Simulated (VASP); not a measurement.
Set up this calculation in VASP 6.6.1, as the native input.

```yaml
Task: relaxation of cell and atoms
Functional: LDA
Potentials_or_basis: VASP PAW LDA potentials, release 64 (P)
Cutoff: 600 eV
k_mesh: 13 × 13 × 7
Occupations: fermi-dirac, width 0.1 eV
Spin: no spin polarisation
Dipole_correction: no
Further_INCAR_settings: ALGO = Normal; EDIFF = 1e-06; IBRION = 2; EDIFFG = -0.01; NSW = 80; ISIF = 3
```

The structure of P lies in POSCAR:

```
P
1.0
    2.7818573800      0.0000000000      0.0000000000
   -1.3909286900      2.4091591608      0.0000000000
    0.0000000000      0.0000000000      4.5427731016
P
2
Direct
    0.3333333333      0.6666666667      0.2500000000
    0.6666666667      0.3333333333      0.7500000000
```

One way to write it, as run:

INCAR

```
PREC = Accurate ; ENCUT = 600
EDIFF = 1E-6 ; ISMEAR = -1
SIGMA = 0.1 ; LREAL = F
LASPH = T ; NELM = 60
ALGO = Normal ; ISIF = 3
LWAVE = F ; LCHARG = F
IBRION = 2 ; NSW = 80
EDIFFG = -0.01
```

KPOINTS

```
Automatic mesh
0
Gamma
  13 13 7
```

Potentials or basis: VASP PAW LDA potentials, release 64 (P).

Command:

```console
$ cat potpaw_LDA.64/P/POTCAR > POTCAR
$ mpirun -np 1 vasp_std > vasp.out
```

It gave:

| Quantity | Value |
| --- | --- |
| Relaxed volume | 14.32 Å³/atom |
| Relaxed cell | a = 3.222 Å, b = 3.222 Å, c = 3.185 Å, α = 90.00°, β = 90.00°, γ = 120.00° |
| Space group after relaxing (to 0.05 Å) | P6_3/mmc (No. 194) |
| Energy gained by relaxing | 439.8 meV/atom |
| Ionic steps | 19 |
| Pressure after relaxing | 0.0 GPa |
| Band gap on the k mesh | zero (band 5 reaches 11.69 eV, above the bottom of band 6 at 6.72 eV) |

It took 3.5 min on 1 thread of AMD EPYC 7R43 64-Core Processor (Zen 3) (shared host), peak memory 0.11 GiB.
